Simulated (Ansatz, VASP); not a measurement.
One calculation of Ge, two programs

```xyz
12
Lattice="5.9300 0.0000 0.0000 0.0000 5.9300 0.0000 0.0000 0.0000 6.9800" Properties=species:S:1:pos:R:3 pbc="T T T"
Ge    0.5331    0.5331    0.0000
Ge    2.4319    3.4981    5.2350
Ge    5.3969    5.3969    3.4900
Ge    3.4981    2.4319    1.7450
Ge    1.0220    2.1889    1.8113
Ge    0.7761    3.9870    0.0663
Ge    4.9080    3.7411    5.3013
Ge    5.1539    1.9430    3.5563
Ge    3.9870    0.7761   -0.0663
Ge    3.7411    4.9080    1.6787
Ge    1.9430    5.1539    3.4237
Ge    2.1889    1.0220    5.1687
```

Alike in both runs: functional PBE; k mesh 8 × 8 × 7; occupations fermi-dirac, width 0.02 eV; no spin polarisation.

Ansatz relaxed the structure, and its values are those at the end. VASP's run is a single point on that final structure, the one shown.

|  | VASP | Ansatz |
| --- | --- | --- |
| version | VASP 6.6.1 | Ansatz 0.2.0 |
| potentials or method | VASP PAW PBE potentials, release 64 (Ge_d) | plane-wave PAW, scalar-relativistic |
| plane-wave cutoff (eV) | 500 | 420 |
| valence electrons in the cell | 168 | 168 |

```csv
,VASP,Ansatz,Ansatz less VASP
pressure (GPa),2.9,3.0,+0.11
rms of the force components (eV/Å),0.005,0.005,-0.0005
```

Ansatz's warnings: stress scf threshold loose.
